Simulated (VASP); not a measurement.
Wanted: the native input for a VASP 6.6.1 run.

* Task: relaxation of cell and atoms
* Functional: PBE
* Potentials or basis: VASP PAW PBE potentials, release 64 (In_d, Pt, Se)
* Cutoff: 600 eV
* k mesh: 6 × 6 × 6
* Occupations: gaussian, width 0.1 eV
* Spin: no spin polarisation
* Dipole correction: no
* Further INCAR settings: ALGO = Normal; EDIFF = 1e-06; IBRION = 2; EDIFFG = -0.04; NSW = 90; ISIF = 3

The structure of In2PtSe2 lies in POSCAR:

```
In2PtSe2
1.0
   -1.8527648188      3.9993605087      4.3456611735
    1.8527648188     -3.9993605087      4.3456611735
    1.8527648188      3.9993605087     -4.3456611735
In Pt Se
2 1 2
Direct
    0.2032312756      0.2032312756      0.0000000000
    0.7967687244      0.7967687244      0.0000000000
    0.5000000000      0.0000000000      0.5000000000
    0.7140938739      0.5000000000      0.2140938739
    0.2859061261      0.5000000000      0.7859061261
```

The cell was generated, and may not be a known phase.

The input as run:

INCAR

```
  PREC = Accurate
  ENCUT = 600
  EDIFF = 1E-6
  ISMEAR = 0
  SIGMA = 0.1
  LREAL = F
  LASPH = T
  NELM = 100
  ALGO = Normal
  ISIF = 3
  LWAVE = F
  LCHARG = F
  GGA = PE
  IBRION = 2
  NSW = 90
  EDIFFG = -0.04
```

KPOINTS

```
regular mesh
0
Gamma
  6 6 6
```

Potentials or basis: VASP PAW PBE potentials, release 64 (In_d, Pt, Se).

The run is started by

```console
$ cat potpaw_PBE.64/In_d/POTCAR potpaw_PBE.64/Pt/POTCAR potpaw_PBE.64/Se/POTCAR > POTCAR
$ mpirun -np 1 vasp_std > vasp.out
```

It gave:

The relaxed volume is 26.08 Å³/atom and the relaxed cell is a = 6.218 Å, b = 6.218 Å, c = 6.218 Å, α = 145.15°, β = 100.40°, γ = 89.93°. The space group after relaxing (to 0.1 Å) is Immm (No. 71). The energy gained by relaxing is 0.7 meV/atom. The ionic steps are 5. The pressure after relaxing is 0.0 GPa. The largest force after relaxing is 0.017 eV/Å and the band gap on the k mesh is zero (bands 24 and 25 overlap by 0.86 eV).

Caveat: spin-orbit coupling is left out, which moves the levels of the heavy elements.

Wall time 7.6 min on 1 thread of AMD EPYC 9R45 96-Core Processor (Zen 5), with other jobs on the host, peak memory 0.48 GiB.
